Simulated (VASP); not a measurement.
# GdN in VASP: a series of runs

GdN is run at these levels: PBE+U; tasks: single point.

Everything below comes from runs of VASP 6.6.1. Logs are shortened: lines on timing, memory, paths and dates and some standing lists are left out, and cuts for length are marked.

**1. The cell of the first run**

It takes space group Pmmn (No. 59, orthorhombic). Conventional cell: a = 4.325 Å, b = 4.368 Å, c = 3.594 Å, α = 90.00°, β = 90.00°, γ = 90.00°. Within 3.1 Å of Gd (site symmetry mm2) lie 4 N at 2.33 to 2.35 Å. N (site symmetry mm2) has 4 Gd at 2.33 to 2.35 Å and 4 N at 3.07 Å within 3.1 Å.

**2. Single point, PBE+U, collinear spin, ferromagnetic start**

Contents of INCAR:

```
ALGO     = Normal         # electronic algorithm
EDIFF    = 1E-7           # SCF threshold, eV
ENCUT    = 520            # plane-wave cutoff, eV
GGA      = PE             # functional
ISIF     = 2              # what is computed and relaxed
ISMEAR   = 0              # smearing method
ISPIN    = 2              # spin polarisation
LASPH    = True           # aspherical terms in the spheres
LCHARG   = False          # write CHGCAR
LDAU     = True           # DFT+U
LDAUJ    = 0 0          
LDAUL    = 3 -1           # shell
LDAUPRINT= 1            
LDAUTYPE = 2            
LDAUU    = 6 0            # U, eV
LMAXMIX  = 6              # l up to which the mixer works
LORBIT   = 11             # projections on sites
LREAL    = False          # projectors in reciprocal space
LWAVE    = False          # write WAVECAR
MAGMOM   = 7.56 7.56 -0.12 -0.12 # initial moments
NBANDS   = 35             # bands
NELM     = 150            # most SCF steps
PREC     = Accurate       # precision mode
SIGMA    = 0.05           # smearing width, eV
```

Contents of KPOINTS:

```
k-points
0
Gamma
  8 8 8
```

Contents of POSCAR:

```
GdN
1.0
    4.3680304754      0.0000000000      0.0000000000
    0.0000000000      4.3247826489      0.0000000000
    0.0000000000      0.0000000000      3.5938191369
Gd N
2 2
Direct
    0.5000000000      0.0000000000      0.2439616392
    0.0000000000      0.5000000000      0.7560383608
    0.0000000000      0.0000000000      0.0000000000
    0.5000000000      0.5000000000      0.0000000000
```

Potentials or basis: VASP PAW PBE potentials, release 64 (Gd, N).

The run is started by

```sh
$ cat potpaw_PBE.64/Gd/POTCAR potpaw_PBE.64/N/POTCAR > POTCAR
$ mpirun -np 1 vasp_std > vasp.out
```

OUTCAR:

```text
EDIFF = 1E-7
   ENCUT = 520
   GGA = PE
   ISIF = 2
   ISMEAR = 0
   ISPIN = 2
   LASPH = True
   LORBIT = 11
   LREAL = False
   NELM = 150
   PREC = Accurate

 ion  position               nearest neighbor table
   1  0.500  0.000  0.244-   4 2.33   4 2.33   3 2.35   3 2.35   2 3.54   2 3.54   2 3.54   2 3.54

   2  0.000  0.500  0.756-   3 2.33   3 2.33   4 2.35   4 2.35   1 3.54   1 3.54   1 3.54   1 3.54

   3  0.000  0.000  0.000-   2 2.33   2 2.33   1 2.35   1 2.35
   4  0.500  0.500  0.000-   1 2.33   1 2.33   2 2.35   2 2.35

  LATTYP: Found a simple orthorhombic cell.
 ALAT       =     3.5938191369
 B/A-ratio  =     1.2033946295
 C/A-ratio  =     1.2154285758

  Lattice vectors:

 A1 = (   0.0000000000,   0.0000000000,  -3.5938191369)
 A2 = (   0.0000000000,   4.3247826489,   0.0000000000)
 A3 = (   4.3680304754,   0.0000000000,   0.0000000000)

Analysis of symmetry for initial positions (statically):
=====================================================================
 Subroutine PRICEL returns:
 Original cell was already a primitive cell.

 Routine SETGRP: Setting up the symmetry group for a
 simple orthorhombic supercell.

 Subroutine GETGRP returns: Found  8 space group operations
 (whereof  4 operations were pure point group operations)
 out of a pool of  8 trial point group operations.

The static configuration has the point symmetry C_2v.
 The point group associated with its full space group is D_2h.

Analysis of symmetry for dynamics (positions and initial velocities):
=====================================================================
 Subroutine PRICEL returns:
 Original cell was already a primitive cell.

 Routine SETGRP: Setting up the symmetry group for a
 simple orthorhombic supercell.

 Subroutine GETGRP returns: Found  8 space group operations
 (whereof  4 operations were pure point group operations)
 out of a pool of  8 trial point group operations.

The dynamic configuration has the point symmetry C_2v.
 The point group associated with its full space group is D_2h.

Analysis of structural, dynamic, and magnetic symmetry:
=====================================================================
 Subroutine PRICEL returns:
 Original cell was already a primitive cell.

 Routine SETGRP: Setting up the symmetry group for a
 simple orthorhombic supercell.

 Subroutine GETGRP returns: Found  8 space group operations
 (whereof  4 operations were pure point group operations)
 out of a pool of  8 trial point group operations.

The overall configuration has the point symmetry C_2v.
 The point group associated with its full space group is D_2h.

 Subroutine INISYM returns: Found  8 space group operations
 (whereof  4 operations are pure point group operations),
 and found     1 'primitive' translations

----------------------------------------------------------------------------------------

                                     Primitive cell

  volume of cell :      67.8901

  direct lattice vectors                    reciprocal lattice vectors
[... 175 lines left out ...]

 onsite density matrix

spin component  1

  0.9931  0.0000  0.0006  0.0000  0.0000  0.0000  0.0000
  0.0000  0.9893  0.0000  0.0000  0.0000  0.0000  0.0000
  0.0006  0.0000  0.9916  0.0000  0.0000  0.0000  0.0000
  0.0000  0.0000  0.0000  0.9890  0.0000  0.0000  0.0000
  0.0000  0.0000  0.0000  0.0000  0.9915  0.0000 -0.0006
  0.0000  0.0000  0.0000  0.0000  0.0000  0.9945  0.0000
  0.0000  0.0000  0.0000  0.0000 -0.0006  0.0000  0.9932

spin component  2

  0.0113  0.0000  0.0027  0.0000  0.0000  0.0000  0.0000
  0.0000  0.0018  0.0000  0.0000  0.0000  0.0000  0.0000
  0.0027  0.0000  0.0056  0.0000  0.0000  0.0000  0.0000
  0.0000  0.0000  0.0000  0.0030  0.0000  0.0002  0.0000
  0.0000  0.0000  0.0000  0.0000  0.0052  0.0000 -0.0025
  0.0000  0.0000  0.0000  0.0002  0.0000  0.0141  0.0000
  0.0000  0.0000  0.0000  0.0000 -0.0025  0.0000  0.0112

 occupancies and eigenvectors

  o =  0.0018  v =  0.0000  0.0000  0.0000  0.0000  0.0000  0.0000  0.0000  0.0000 -1.0000  0.0000  0.0000  0.0000  0.0000  0.0000      0.0000  0.0000  0.0000  0.0000  0.0000  0.0000  0.0000  0.0000  0.0000  0.0000  0.0000  0.0000  0.0000  0.0000
  o =  0.0030  v =  0.0000  0.0000  0.0000  0.0000  0.0000  0.0000  0.0000  0.0000  0.0000  0.0000 -0.9998  0.0000  0.0211  0.0000      0.0000  0.0000  0.0000  0.0000  0.0000  0.0000  0.0000  0.0000  0.0000  0.0000  0.0000  0.0000  0.0000  0.0000
  o =  0.0043  v =  0.0000  0.0000  0.0000  0.0000  0.0000  0.0000  0.0000  0.0000  0.0000  0.0000  0.0000  0.9388  0.0000  0.3444      0.0000  0.0000  0.0000  0.0000  0.0000  0.0000  0.0000  0.0000  0.0000  0.0000  0.0000  0.0000  0.0000  0.0000
  o =  0.0045  v =  0.0000  0.0000  0.0000  0.0000  0.0000  0.0000  0.0000 -0.3720  0.0000  0.9282  0.0000  0.0000  0.0000  0.0000      0.0000  0.0000  0.0000  0.0000  0.0000  0.0000  0.0000  0.0000  0.0000  0.0000  0.0000  0.0000  0.0000  0.0000
  o =  0.0121  v =  0.0000  0.0000  0.0000  0.0000  0.0000  0.0000  0.0000  0.0000  0.0000  0.0000  0.0000 -0.3444  0.0000  0.9388      0.0000  0.0000  0.0000  0.0000  0.0000  0.0000  0.0000  0.0000  0.0000  0.0000  0.0000  0.0000  0.0000  0.0000
  o =  0.0124  v =  0.0000  0.0000  0.0000  0.0000  0.0000  0.0000  0.0000 -0.9282  0.0000 -0.3720  0.0000  0.0000  0.0000  0.0000      0.0000  0.0000  0.0000  0.0000  0.0000  0.0000  0.0000  0.0000  0.0000  0.0000  0.0000  0.0000  0.0000  0.0000
  o =  0.0141  v =  0.0000  0.0000  0.0000  0.0000  0.0000  0.0000  0.0000  0.0000  0.0000  0.0000 -0.0211  0.0000 -0.9998  0.0000      0.0000  0.0000  0.0000  0.0000  0.0000  0.0000  0.0000  0.0000  0.0000  0.0000  0.0000  0.0000  0.0000  0.0000
  o =  0.9890  v =  0.0000  0.0000  0.0000 -1.0000  0.0000  0.0066  0.0000  0.0000  0.0000  0.0000  0.0000  0.0000  0.0000  0.0000      0.0000  0.0000  0.0000  0.0000  0.0000  0.0000  0.0000  0.0000  0.0000  0.0000  0.0000  0.0000  0.0000  0.0000
  o =  0.9893  v =  0.0000 -1.0000 -0.0000  0.0000  0.0000  0.0000  0.0000  0.0000  0.0000  0.0000  0.0000  0.0000  0.0000  0.0000      0.0000  0.0000  0.0000  0.0000  0.0000  0.0000  0.0000  0.0000  0.0000  0.0000  0.0000  0.0000  0.0000  0.0000
  o =  0.9913  v =  0.0000  0.0000  0.0000  0.0000  0.9542  0.0000  0.2992  0.0000  0.0000  0.0000  0.0000  0.0000  0.0000  0.0000      0.0000  0.0000  0.0000  0.0000  0.0000  0.0000  0.0000  0.0000  0.0000  0.0000  0.0000  0.0000  0.0000  0.0000
  o =  0.9914  v = -0.3359 -0.0000  0.9419  0.0000  0.0000  0.0000  0.0000  0.0000  0.0000  0.0000  0.0000  0.0000  0.0000  0.0000      0.0000  0.0000  0.0000  0.0000  0.0000  0.0000  0.0000  0.0000  0.0000  0.0000  0.0000  0.0000  0.0000  0.0000
  o =  0.9934  v = -0.9419  0.0000 -0.3359  0.0000  0.0000  0.0000  0.0000  0.0000  0.0000  0.0000  0.0000  0.0000  0.0000  0.0000      0.0000  0.0000  0.0000  0.0000  0.0000  0.0000  0.0000  0.0000  0.0000  0.0000  0.0000  0.0000  0.0000  0.0000
  o =  0.9934  v =  0.0000  0.0000  0.0000  0.0000 -0.2992  0.0000  0.9542  0.0000  0.0000  0.0000  0.0000  0.0000  0.0000  0.0000      0.0000  0.0000  0.0000  0.0000  0.0000  0.0000  0.0000  0.0000  0.0000  0.0000  0.0000  0.0000  0.0000  0.0000
  o =  0.9945  v =  0.0000  0.0000  0.0000 -0.0066  0.0000 -1.0000  0.0000  0.0000  0.0000  0.0000  0.0000  0.0000  0.0000  0.0000      0.0000  0.0000  0.0000  0.0000  0.0000  0.0000  0.0000  0.0000  0.0000  0.0000  0.0000  0.0000  0.0000  0.0000

 number of electron      45.9999994 magnetization      13.9999978

 Free energy of the ion-electron system (eV)
  ---------------------------------------------------
  ext. energy  EPLUGINS =         0.00000000
  ---------------------------------------------------
  free energy    TOTEN  =       -44.03884625 eV

  energy without entropy =      -44.03884611  energy(sigma->0) =      -44.03884618

 E-fermi :   3.9108     XC(G=0): -11.0038

 val. band max:        3.7760386348   @ k =   0.2500   0.2500   0.0000
 cond. band min:       4.0330122956   @ k =   0.0000   0.0000   0.0000
 fundamental gap:      0.2569736608
 Fermi energy:         3.9108453320

 spin component 1

 k-point     1 :       0.0000    0.0000    0.0000
  band No.  band energies     occupation
      1     -40.5878      1.00000
      2     -40.4803      1.00000
      3     -18.2135      1.00000
      4     -18.2046      1.00000
      5     -18.1433      1.00000
      6     -17.7632      1.00000
[... 1817 lines left out ...]
     34       8.5652      0.00000
     35      10.1937      0.00000

 [... further k-points ...]

------------------------ aborting loop because EDIFF is reached ----------------------------------------

  FORCE on cell =-STRESS in cart. coord.  units (eV):
  Direction    XX          YY          ZZ          XY          YZ          ZX
  --------------------------------------------------------------------------------------
  -------------------------------------------------------------------------------------
  Total       -0.9242849     -0.4434630     -0.2382574      0.0000000      0.0000000      0.0000000
  in kB      -21.8127426    -10.4655430     -5.6227771      0.0000000      0.0000000      0.0000000
  external PRESSURE =     -12.6336876 kB  Pullay stress =       0.0000000 kB

 VOLUME and BASIS-vectors are now :
 -----------------------------------------------------------------------------
  energy-cutoff  :      520.00
  volume of cell :       67.89
      direct lattice vectors                 reciprocal lattice vectors
     4.368030475  0.000000000  0.000000000     0.228936132  0.000000000  0.000000000
     0.000000000  4.324782649  0.000000000     0.000000000  0.231225493  0.000000000
     0.000000000  0.000000000  3.593819137     0.000000000  0.000000000  0.278255516

 POSITION                                       TOTAL-FORCE (eV/Angst)
 -----------------------------------------------------------------------------------
      2.18402      0.00000      0.87675         0.000000      0.000000     -0.048676
      0.00000      2.16239      2.71707         0.000000      0.000000      0.048676
      0.00000      0.00000      0.00000         0.000000      0.000000      0.108529
      2.18402      2.16239      0.00000         0.000000      0.000000     -0.108529
 -----------------------------------------------------------------------------------
    total drift:                                0.000000      0.000000     -0.000000

  FREE ENERGIE OF THE ION-ELECTRON SYSTEM (eV)
  ---------------------------------------------------
  free  energy   TOTEN  =       -44.0388462544 eV

  energy  without entropy=      -44.0388461073  energy(sigma->0) =      -44.03884618

 total charge

# of ion       s       p       d       f       tot
--------------------------------------------------
    1        2.038   5.628   0.604   6.987  15.257
    2        2.038   5.628   0.604   6.987  15.257
    3        1.263   2.379   0.000   0.000   3.641
    4        1.263   2.379   0.000   0.000   3.641
--------------------------------------------------
tot          6.602  16.014   1.208  13.973  37.797

 magnetization (x)

# of ion       s       p       d       f       tot
--------------------------------------------------
    1       -0.004  -0.085   0.063   6.885   6.859
    2       -0.004  -0.085   0.063   6.885   6.859
    3       -0.007  -0.078   0.000   0.000  -0.084
    4       -0.007  -0.078   0.000   0.000  -0.084
--------------------------------------------------
tot         -0.021  -0.326   0.126  13.770  13.549
```

Wall time 15 min (1 thread of Oxide Virtual Turin-like, shared host); peak memory 0.51 GiB.

Results:

| Quantity | Value |
| --- | --- |
| Free energy | -44.0388 eV |
| Pressure | -1.3 GPa |
| Largest force | 0.109 eV/Å |
| Band gap on the k mesh | 0.26 eV (least direct gap 0.56 eV) |
| Net moment | 14.00 μB per cell |
| Site moments | Gd +6.86; N -0.08 μB |
| Valence electrons inside the program's atomic spheres | Gd 15.26; N 3.64 |

Forces on the atoms (eV/Å):
```
Gd   0.000  0.000 -0.049
Gd   0.000  0.000  0.049
N    0.000  0.000  0.109
N    0.000  0.000 -0.109
```

Eigenvalues of the final occupation matrices:
```
    site  spin  trace                         eigenvalues
site 1 f     1   6.94  0.99 0.99 0.99 0.99 0.99 0.99 0.99
site 1 f     2   0.05  0.00 0.00 0.00 0.00 0.01 0.01 0.01
site 2 f     1   6.94  0.99 0.99 0.99 0.99 0.99 0.99 0.99
site 2 f     2   0.05  0.00 0.00 0.00 0.00 0.01 0.01 0.01
```

Caveat: spin-orbit coupling is left out, which moves the levels of the heavy elements.

**3. Single point, PBE+U, collinear spin, ferromagnetic start**

This run uses another cell than the first one, of 16.80 Å³/atom.

POSCAR: that of step 2 with these lines changed.

```diff
@@ -2,3 +2,3 @@
 1.0
-    4.3680304754      0.0000000000      0.0000000000
+    4.3247826489      0.0000000000      0.0000000000
     0.0000000000      4.3247826489      0.0000000000
```

Contents of INCAR.step1:

```
PREC = Accurate
ENCUT = 520
EDIFF = 1E-7
ISMEAR = 0
SIGMA = 0.05
LREAL = False
LASPH = True
NELM = 150
ALGO = Normal
ISIF = 2
LWAVE = False
LCHARG = True
ISPIN = 2
MAGMOM = 7.56 7.56 0 0
LMAXMIX = 6
LDAU = True
LDAUTYPE = 2
LDAUL = 3 -1
LDAUU = 6 0
LDAUJ = 0 0
LDAUPRINT = 1
GGA = PE
NBANDS = 35
```

Contents of KPOINTS.step1:

```
regular mesh
0
Gamma
  8 8 8
```

Contents of INCAR.step2:

```
PREC = Accurate
ENCUT = 520
EDIFF = 1E-7
ISMEAR = -5
SIGMA = 0.05
LREAL = False
LASPH = True
NELM = 150
ALGO = Normal
ISIF = 2
LWAVE = False
LCHARG = False
ISPIN = 2
MAGMOM = 7.56 7.56 0 0
LORBIT = 10
LMAXMIX = 6
LDAU = True
LDAUTYPE = 2
LDAUL = 3 -1
LDAUU = 6 0
LDAUJ = 0 0
LDAUPRINT = 1
GGA = PE
NBANDS = 35
NEDOS = 1001
ICHARG = 11
```

Contents of KPOINTS.step2:

```
regular mesh
0
Gamma
  12 12 12
```

Potentials or basis: VASP PAW PBE potentials, release 64 (Gd, N).

The run is started by

```sh
$ cat potpaw_PBE.64/Gd/POTCAR potpaw_PBE.64/N/POTCAR > POTCAR
$ cp INCAR.step1 INCAR
$ cp KPOINTS.step1 KPOINTS
$ mpirun -np 1 vasp_std > vasp.out
$ cp INCAR.step2 INCAR
$ cp KPOINTS.step2 KPOINTS
$ mpirun -np 1 vasp_std > vasp.out
```

Wall time 18 min (1 thread of Oxide Virtual Turin-like, shared host); peak memory 0.68 GiB.

Results (log left out):

| Property | Result |
| --- | --- |
| Net moment | 14.00 μB per cell |
| Site moments | Gd +6.86; N -0.08 μB |
| Valence electrons inside the program's atomic spheres | Gd 15.27; N 3.65 |

Levels at points of the mesh, in eV from the valence-band top:
Spin up:
```tsv
k point	band 28	band 29	band 30	band 31	band 32	band 33
(0.00, 0.00, 0.00)	-1.38	-0.31	-0.31	0.29	1.12	3.02
(0.50, 0.00, 0.00)	-1.88	-1.31	-1.31	0.93	0.93	3.11
(0.50, 0.50, 0.00)	-1.77	-0.37	-0.37	1.04	1.04	1.61
(0.00, 0.00, 0.50)	-2.88	-1.29	-1.29	3.12	3.67	3.97
(0.50, 0.00, 0.50)	-2.85	-2.03	-2.03	3.36	3.36	4.12
(0.50, 0.50, 0.50)	-2.35	-1.49	-1.49	2.30	2.30	3.03
```
Spin down:
```csv
k point,band 14,band 15,band 16,band 17,band 18,band 19
"(0.00, 0.00, 0.00)",-1.37,-0.58,-0.58,0.77,1.83,3.40
"(0.50, 0.00, 0.00)",-1.71,-1.47,-1.47,1.42,1.42,3.38
"(0.50, 0.50, 0.00)",-1.80,-0.77,-0.77,1.60,1.60,2.28
"(0.00, 0.00, 0.50)",-2.62,-1.41,-1.41,3.33,3.63,4.10
"(0.50, 0.00, 0.50)",-2.64,-2.06,-2.06,3.64,3.64,3.99
"(0.50, 0.50, 0.50)",-2.27,-1.59,-1.59,2.74,2.74,3.22
```

Eigenvalues of the final occupation matrices:
```csv
site,spin,trace,eigenvalues
site 1 f,1,6.94,0.99 0.99 0.99 0.99 0.99 0.99 0.99
site 1 f,2,0.05,0.00 0.00 0.00 0.00 0.01 0.01 0.01
site 2 f,1,6.94,0.99 0.99 0.99 0.99 0.99 0.99 0.99
site 2 f,2,0.05,0.00 0.00 0.00 0.00 0.01 0.01 0.01
```

Caveat: spin-orbit coupling is left out, which moves the levels of the heavy elements.
